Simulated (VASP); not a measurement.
# SiO2 (P4_2/mnm) in VASP: further runs

SiO2 is run at these levels: LDA; tasks: single point.

Everything below comes from runs of VASP 6.6.1. Logs are shortened: lines on timing, memory, paths and dates and some standing lists are left out, and cuts for length are marked.

### Step 1. The cell of the first run

Symmetry: P4_2/mnm, No. 136, tetragonal system. Conventional cell: a = 4.106 Å, b = 4.106 Å, c = 2.620 Å, α = 90.00°, β = 90.00°, γ = 90.00°. Within 2.3 Å of Si (site symmetry mmm) lie 6 O at 1.73 to 1.78 Å. O (site symmetry m2m) has 3 Si at 1.73 to 1.78 Å and 1 O at 2.25 Å within 2.3 Å.

### Step 2. Single point, LDA

INCAR

```
  ALGO = Normal
  EDIFF = 1E-6
  ENCUT = 520
  ISIF = 2
  ISMEAR = 0
  LASPH = T
  LCHARG = T
  LELF = T
  LREAL = F
  LVHAR = T
  LWAVE = F
  NBANDS = 25
  NELM = 100
  PREC = Accurate
  SIGMA = 0.01
```

KPOINTS

```
k-points
0
Gamma
  6 6 8
```

POSCAR

```
SiO2
1.0
    4.1064846246      0.0000000000      0.0000000000
    0.0000000000      4.1064846246      0.0000000000
    0.0000000000      0.0000000000      2.6200183902
Si O
2 4
Direct
    0.0000000000      0.0000000000      0.0000000000
    0.5000000000      0.5000000000      0.5000000000
    0.3059000000      0.3059000000      0.0000000000
    0.1941000000      0.8059000000      0.5000000000
    0.6941000000      0.6941000000      0.0000000000
    0.8059000000      0.1941000000      0.5000000000
```

Potentials or basis: VASP PAW LDA potentials, release 64 (Si, O).

Launch:

```console
cat potpaw_LDA.64/Si/POTCAR potpaw_LDA.64/O/POTCAR > POTCAR
mpirun -np 1 vasp_std > vasp.out
```

OUTCAR:

```text
EDIFF = 1E-6
   ENCUT = 520
   ISIF = 2
   ISMEAR = 0
   LASPH = T
   LREAL = F
   NELM = 100
   PREC = Accurate

 ion  position               nearest neighbor table
   1  0.000  0.000  0.000-   4 1.73   6 1.73   4 1.73   6 1.73   5 1.78   3 1.78
   2  0.500  0.500  0.500-   3 1.73   5 1.73   3 1.73   5 1.73   4 1.78   6 1.78
   3  0.306  0.306  0.000-   2 1.73   2 1.73   1 1.78
   4  0.194  0.806  0.500-   1 1.73   1 1.73   2 1.78
   5  0.694  0.694  0.000-   2 1.73   2 1.73   1 1.78
   6  0.806  0.194  0.500-   1 1.73   1 1.73   2 1.78

  LATTYP: Found a simple tetragonal cell.
 ALAT       =     4.1064846246
 C/A-ratio  =     0.6380197735

  Lattice vectors:

 A1 = (   4.1064846246,   0.0000000000,   0.0000000000)
 A2 = (   0.0000000000,   4.1064846246,   0.0000000000)
 A3 = (   0.0000000000,   0.0000000000,   2.6200183902)

Analysis of symmetry for initial positions (statically):
=====================================================================
 Subroutine PRICEL returns:
 Original cell was already a primitive cell.

 Routine SETGRP: Setting up the symmetry group for a
 simple tetragonal supercell.

 Subroutine GETGRP returns: Found 16 space group operations
 (whereof  8 operations were pure point group operations)
 out of a pool of 16 trial point group operations.

The static configuration has the point symmetry D_2h.
 The point group associated with its full space group is D_4h.

Analysis of symmetry for dynamics (positions and initial velocities):
=====================================================================
 Subroutine PRICEL returns:
 Original cell was already a primitive cell.

 Routine SETGRP: Setting up the symmetry group for a
 simple tetragonal supercell.

 Subroutine GETGRP returns: Found 16 space group operations
 (whereof  8 operations were pure point group operations)
 out of a pool of 16 trial point group operations.

The dynamic configuration has the point symmetry D_2h.
 The point group associated with its full space group is D_4h.

 Subroutine INISYM returns: Found 16 space group operations
 (whereof  8 operations are pure point group operations),
 and found     1 'primitive' translations

----------------------------------------------------------------------------------------

                                     Primitive cell

  volume of cell :      44.1819

  direct lattice vectors                    reciprocal lattice vectors
     4.106484625  0.000000000  0.000000000     0.243517288  0.000000000  0.000000000
     0.000000000  4.106484625  0.000000000     0.000000000  0.243517288  0.000000000
     0.000000000  0.000000000  2.620018390     0.000000000  0.000000000  0.381676710

  length of vectors
     4.106484625  4.106484625  2.620018390     0.243517288  0.243517288  0.381676710

  position of ions in fractional coordinates (direct lattice)
     0.000000000  0.000000000  0.000000000
     0.500000000  0.500000000  0.500000000
     0.305900000  0.305900000  0.000000000
     0.194100000  0.805900000  0.500000000
     0.694100000  0.694100000  0.000000000
     0.805900000  0.194100000  0.500000000

  ion indices of the primitive-cell ions
   primitive index   ion index
                 1           1
                 2           2
                 3           3
                 4           4
                 5           5
                 6           6

----------------------------------------------------------------------------------------

 KPOINTS: k-points

Automatic generation of k-mesh.
 Grid dimensions read from file:
 generate k-points for:    6    6    8

 Generating k-lattice:

  Cartesian coordinates                     Fractional coordinates (reciprocal lattice)
     0.040586215  0.000000000  0.000000000     0.166666667  0.000000000  0.000000000
     0.000000000  0.040586215  0.000000000     0.000000000  0.166666667  0.000000000
     0.000000000  0.000000000  0.047709589     0.000000000  0.000000000  0.125000000

  Length of vectors
     0.040586215  0.040586215  0.047709589

  Shift w.r.t. Gamma in fractional coordinates (k-lattice)
     0.000000000  0.000000000  0.000000000

 Subroutine IBZKPT returns following result:
 ===========================================

 Found     50 irreducible k-points:

 Following reciprocal coordinates:
            Coordinates               Weight
  0.000000  0.000000  0.000000      1.000000
  0.166667  0.000000  0.000000      4.000000
  0.333333  0.000000  0.000000      4.000000
  0.500000  0.000000  0.000000      2.000000
  0.166667  0.166667  0.000000      4.000000
  0.333333  0.166667  0.000000      8.000000
[... 16 lines left out ...]
  0.333333  0.000000  0.250000      8.000000
  0.500000  0.000000  0.250000      4.000000
 [... further k-points ...]
   k-points           NKPTS =     50   k-points in BZ     NKDIM =     50   number of bands    NBANDS=     25
   number of dos      NEDOS =    301   number of ions     NIONS =      6
   total plane-waves  NPLWV =  20480
   dimension x,y,z NGX =    32 NGY =   32 NGZ =   20
   dimension x,y,z NGXF=    64 NGYF=   64 NGZF=   40
   ions per type =               2   4
   NGX,Y,Z   is equivalent  to a cutoff of  12.95, 12.95, 12.69 a.u.
   NGXF,Y,Z  is equivalent  to a cutoff of  25.91, 25.91, 25.38 a.u.
 SYSTEM =  unknown system
   PREC   = accura    normal or accurate (medium, high low for compatibility)
   ISTART =      0    job   : 0-new  1-cont  2-samecut
   ICHARG =      2    charge: 1-file 2-atom 10-const
   ISPIN  =      1    spin polarized calculation?
   LNONCOLLINEAR =      F non collinear calculations
   LSORBIT =      F    spin-orbit coupling
   LASPH  =      T    aspherical Exc in radial PAW
   ENCUT  =  520.0 eV  38.22 Ry    6.18 a.u.   7.64  7.64  4.87*2*pi/ulx,y,z
   NELM   =    100;   NELMIN=  2; NELMDL= -5     # of ELM steps
   EDIFF  = 0.1E-05   stopping-criterion for ELM
   LREAL  =      F    real-space projection
   EDIFFG = 0.1E-04   stopping-criterion for IOM
   NSW    =      0    number of steps for IOM
   IBRION =     -1    ionic relax: 0-MD 1-quasi-New 2-CG
   NFREE  =      0    steps in history (QN), initial steepest desc. (CG)
   ISIF   =      2    stress and relaxation
   ISYM   =      2    0-nonsym 1-usesym 2-fastsym
   POTIM  = 0.5000    time-step for ionic-motion
   TEBEG  =    0.0;   TEEND  =   0.0 temperature during run
   PSTRESS=    0.0 pullay stress
   NELECT =      32.0000    total number of electrons
   NUPDOWN=      -1.0000    fix difference up-down
   EMIN   =  10.00;   EMAX   =-10.00  energy-range for DOS
   EFERMI =   0.00;   METHOD = LEGACY
   ISMEAR =     0;   SIGMA  =   0.01  broadening in eV -4-tet -1-fermi 0-gaus
   EFERMI_NEDOS =   21; number of points for ismear=-14 and -15
   IALGO  =     38    algorithm
   IMIX   =      4    mixing-type and parameters
     AMIX     =   0.40;   BMIX     =  1.00
     AMIX_MAG =   1.60;   BMIX_MAG =  1.00
  volume/ion in A,a.u.               =       7.36        49.69
  Fermi-wavevector in a.u.,A,eV,Ry     =   1.470201  2.778276 29.408852  2.161490
  Thomas-Fermi vector in A             =   2.585486
   LORBIT       =      0    0 simple, 1 ext, 2 COOP (PROOUT), +10 PAW based schemes
   GGA     = CA    functional components
   LHFCALC =     F    Hartree Fock is set to
   AEXX    =    0.0000 exact exchange contribution
   IVDW    =     0    specifies the selected vdW correction
   LEPSILON=     F    determine dielectric tensor
   LRPA    =     F    only Hartree local field effects (RPA)
 non-spin polarized calculation
 Gauss-broadening in eV      SIGMA  =   0.01
  energy-cutoff  :      520.00
  volume of cell :       44.18
 maximum number of plane-waves:      1218
 NGX is ok and might be reduce to    32
   NGX = 15   NGY = 15   NGZ =  9

 number of electron      31.9999986 magnetization

 Free energy of the ion-electron system (eV)
  ---------------------------------------------------
  ext. energy  EPLUGINS =         0.00000000
  ---------------------------------------------------
  free energy    TOTEN  =       -51.86991361 eV

  energy without entropy =      -51.86991361  energy(sigma->0) =      -51.86991361

 E-fermi :   8.9377     XC(G=0): -13.0022

 val. band max:        8.8486883017   @ k =   0.0000   0.0000   0.0000
 cond. band min:      15.4253026438   @ k =   0.0000   0.0000   0.0000
 fundamental gap:      6.5766143421
 Fermi energy:         8.9377130390

 k-point     1 :       0.0000    0.0000    0.0000
  band No.  band energies     occupation
      1     -14.1441      2.00000
      2     -10.1170      2.00000
      3     -10.1170      2.00000
      4      -9.8699      2.00000
      5      -2.3863      2.00000
      6       1.9854      2.00000
[... 17 lines left out ...]
     24      23.6206      0.00000
     25      24.8436      0.00000

 k-point     2 :       0.1667    0.0000    0.0000
  band No.  band energies     occupation
      1     -13.9871      2.00000
      2     -10.8800      2.00000
      3     -10.0334      2.00000
      4      -9.4459      2.00000
      5      -2.2161      2.00000
      6       1.2430      2.00000
[... 17 lines left out ...]
     24      22.9442      0.00000
     25      24.6815      0.00000

 k-point     3 :       0.3333    0.0000    0.0000
  band No.  band energies     occupation
      1     -13.5264      2.00000
      2     -11.8735      2.00000
      3      -9.8082      2.00000
      4      -9.3373      2.00000
      5      -1.7266      2.00000
      6       0.0835      2.00000
[... 17 lines left out ...]
     24      23.0518      0.00000
     25      24.0365      0.00000

 k-point     4 :       0.5000    0.0000    0.0000
  band No.  band energies     occupation
      1     -12.7981      2.00000
      2     -12.7981      2.00000
      3      -9.5248      2.00000
      4      -9.5248      2.00000
      5      -0.9457      2.00000
      6      -0.9457      2.00000
[... 17 lines left out ...]
     24      22.6688      0.00000
     25      24.0829      0.00000

 k-point     5 :       0.1667    0.1667    0.0000
  band No.  band energies     occupation
      1     -13.8336      2.00000
      2     -11.0865      2.00000
      3     -10.2379      2.00000
      4      -9.3278      2.00000
      5      -2.0035      2.00000
      6       1.1980      2.00000
[... 17 lines left out ...]
     24      22.6938      0.00000
     25      24.5434      0.00000

 k-point     6 :       0.3333    0.1667    0.0000
  band No.  band energies     occupation
      1     -13.3858      2.00000
      2     -11.8346      2.00000
      3     -10.1115      2.00000
      4      -9.4297      2.00000
      5      -1.4279      2.00000
      6       0.3746      2.00000
[... 17 lines left out ...]
     24      22.8001      0.00000
     25      24.1087      0.00000
[... 393 lines left out ...]
 k-point    21 :       0.0000    0.0000    0.2500
  band No.  band energies     occupation
      1     -13.2729      2.00000
      2      -9.8765      2.00000
      3      -9.6862      2.00000
      4      -9.6862      2.00000
      5      -2.1646      2.00000
      6       1.6568      2.00000
[... 17 lines left out ...]
     24      23.1715      0.00000
     25      23.2054      0.00000

 k-point    22 :       0.1667    0.0000    0.2500
  band No.  band energies     occupation
      1     -13.1283      2.00000
      2     -10.4434      2.00000
      3      -9.6342      2.00000
      4      -9.3959      2.00000
      5      -1.8791      2.00000
      6       1.1268      2.00000
[... 17 lines left out ...]
     24      22.8386      0.00000
     25      22.9520      0.00000

 k-point    23 :       0.3333    0.0000    0.2500
  band No.  band energies     occupation
      1     -12.7078      2.00000
      2     -11.2535      2.00000
      3      -9.5017      2.00000
      4      -9.2870      2.00000
      5      -1.1556      2.00000
      6       0.5335      2.00000
[... 17 lines left out ...]
     24      21.8845      0.00000
     25      22.6798      0.00000

 k-point    24 :       0.5000    0.0000    0.2500
  band No.  band energies     occupation
      1     -12.0547      2.00000
      2     -12.0547      2.00000
      3      -9.3546      2.00000
      4      -9.3546      2.00000
      5      -0.2785      2.00000
      6      -0.2785      2.00000
[... 17 lines left out ...]
     24      21.7970      0.00000
     25      22.6530      0.00000

 [... further k-points ...]

------------------------ aborting loop because EDIFF is reached ----------------------------------------

  FORCE on cell =-STRESS in cart. coord.  units (eV):
  Direction    XX          YY          ZZ          XY          YZ          ZX
  --------------------------------------------------------------------------------------
  -------------------------------------------------------------------------------------
  Total        3.8677639      3.8677639      5.4768737      0.0000000      0.0000000      0.0000000
  in kB      140.2574043    140.2574043    198.6088370      0.0000000      0.0000000      0.0000000
  external PRESSURE =     159.7078819 kB  Pullay stress =       0.0000000 kB

 VOLUME and BASIS-vectors are now :
 -----------------------------------------------------------------------------
  energy-cutoff  :      520.00
  volume of cell :       44.18
      direct lattice vectors                 reciprocal lattice vectors
     4.106484625  0.000000000  0.000000000     0.243517288  0.000000000  0.000000000
     0.000000000  4.106484625  0.000000000     0.000000000  0.243517288  0.000000000
     0.000000000  0.000000000  2.620018390     0.000000000  0.000000000  0.381676710

 POSITION                                       TOTAL-FORCE (eV/Angst)
 -----------------------------------------------------------------------------------
      0.00000      0.00000      0.00000         0.000000     -0.000000      0.000000
      2.05324      2.05324      1.31001         0.000000     -0.000000      0.000000
      1.25617      1.25617      0.00000        -0.257846     -0.257846      0.000000
      0.79707      3.30942      1.31001         0.257846     -0.257846      0.000000
      2.85031      2.85031      0.00000         0.257846      0.257846      0.000000
      3.30942      0.79707      1.31001        -0.257846      0.257846      0.000000
 -----------------------------------------------------------------------------------
    total drift:                                0.000000      0.000000     -0.000000

  FREE ENERGIE OF THE ION-ELECTRON SYSTEM (eV)
  ---------------------------------------------------
  free  energy   TOTEN  =       -51.8699136104 eV

  energy  without entropy=      -51.8699136104  energy(sigma->0) =      -51.86991361
```

It took 55 s on 1 thread of Intel Xeon 8259CL, shared host; peak memory 0.16 GiB.

Results:

| Quantity | Value |
| --- | --- |
| Free energy | -51.8699 eV |
| Pressure | 16.0 GPa |
| Largest force | 0.365 eV/Å |
| Band gap on the k mesh | 6.58 eV |

Forces in eV/Å, atoms in the order of the input:
```
Si   0.000  0.000  0.000
Si   0.000  0.000  0.000
O   -0.258 -0.258  0.000
O    0.258 -0.258  0.000
O    0.258  0.258  0.000
O   -0.258  0.258  0.000
```

Levels at points of the mesh, in eV from the valence-band top:
```tsv
k point	band 12	band 13	band 14	band 15	band 16	band 17	band 18	band 19	band 20	band 21
(0.00, 0.00, 0.00)	-3.33	-2.60	-0.93	-0.93	0.00	6.58	6.62	8.77	8.77	10.89
(0.50, 0.00, 0.00)	-4.19	-2.84	-2.84	-1.14	-1.14	8.27	8.27	9.32	9.32	11.17
(0.50, 0.50, 0.00)	-3.48	-2.83	-2.83	-2.50	-2.50	7.89	7.89	10.35	10.35	13.45
(0.00, 0.00, 0.50)	-4.89	-3.42	-3.42	-2.92	-2.92	9.60	9.60	12.91	12.91	13.16
(0.50, 0.00, 0.50)	-4.31	-2.45	-2.45	-1.93	-1.93	9.12	9.12	10.28	10.28	12.18
(0.50, 0.50, 0.50)	-4.73	-1.90	-1.90	-1.69	-1.69	7.69	7.69	11.13	11.13	11.64
```

Caveat: the cell stands under pressure. A k mesh can miss the band edges.

### Step 3. Single point, LDA

This run uses another cell than the first one, of 7.56 Å³/atom.

INCAR

```
  PREC = Accurate
  ENCUT = 520
  EDIFF = 1E-7
  ISMEAR = 0
  SIGMA = 0.01
  LREAL = F
  LASPH = T
  NELM = 60
  ALGO = Normal
  ISIF = 2
  LWAVE = F
  LCHARG = F
  GGA = CA
  NBANDS = 25
```

KPOINTS

```
Automatic mesh
0
Gamma
  6 6 8
```

POSCAR, as its differences from that of step 2:

```diff
@@ -2,5 +2,5 @@
 1.0
-    4.1064846246      0.0000000000      0.0000000000
-    0.0000000000      4.1064846246      0.0000000000
-    0.0000000000      0.0000000000      2.6200183902
+    4.1421949790      0.0000000000      0.0000000000
+    0.0000000000      4.1421949790      0.0000000000
+    0.0000000000      0.0000000000      2.6428023024
 Si O
```

Potentials or basis: VASP PAW LDA potentials, release 64 (Si, O).

Launch:

```console
cat potpaw_LDA.64/Si/POTCAR potpaw_LDA.64/O/POTCAR > POTCAR
mpirun -np 1 vasp_std > vasp.out
```

Run time: 58 s. Hardware: 1 thread of Intel Xeon 8259CL, shared host; peak memory 0.16 GiB.

Results (log left out):

| Quantity | Value |
| --- | --- |
| Free energy | -51.9522 eV |
| Pressure | 6.1 GPa |
| Largest force | 0.173 eV/Å |
| Band gap on the k mesh | 6.09 eV |

Forces in eV/Å, atoms in the order of the input:
```
Si   0.000  0.000  0.000
Si   0.000  0.000  0.000
O   -0.122 -0.122  0.000
O    0.122 -0.122  0.000
O    0.122  0.122  0.000
O   -0.122  0.122  0.000
```

Stress tensor (GPa, compression positive):
```
4.88 0.00 0.00
0.00 4.88 0.00
0.00 0.00 8.57
```

Levels at points of the mesh, in eV from the valence-band top:
| k point | band 14 | band 15 | band 16 | band 17 | band 18 | band 19 |
| --- | --- | --- | --- | --- | --- | --- |
| (0.00, 0.00, 0.00) | -0.91 | -0.91 | 0.00 | 6.09 | 6.54 | 8.54 |
| (0.50, 0.00, 0.00) | -2.78 | -1.11 | -1.11 | 7.95 | 7.95 | 9.09 |
| (0.50, 0.50, 0.00) | -2.77 | -2.41 | -2.41 | 7.58 | 7.58 | 10.11 |
| (0.00, 0.00, 0.50) | -3.29 | -2.82 | -2.82 | 9.24 | 9.24 | 12.65 |
| (0.50, 0.00, 0.50) | -2.39 | -1.86 | -1.86 | 8.86 | 8.86 | 9.98 |
| (0.50, 0.50, 0.50) | -1.85 | -1.63 | -1.63 | 7.36 | 7.36 | 10.94 |

Caveat: the cell stands under pressure. A k mesh can miss the band edges.
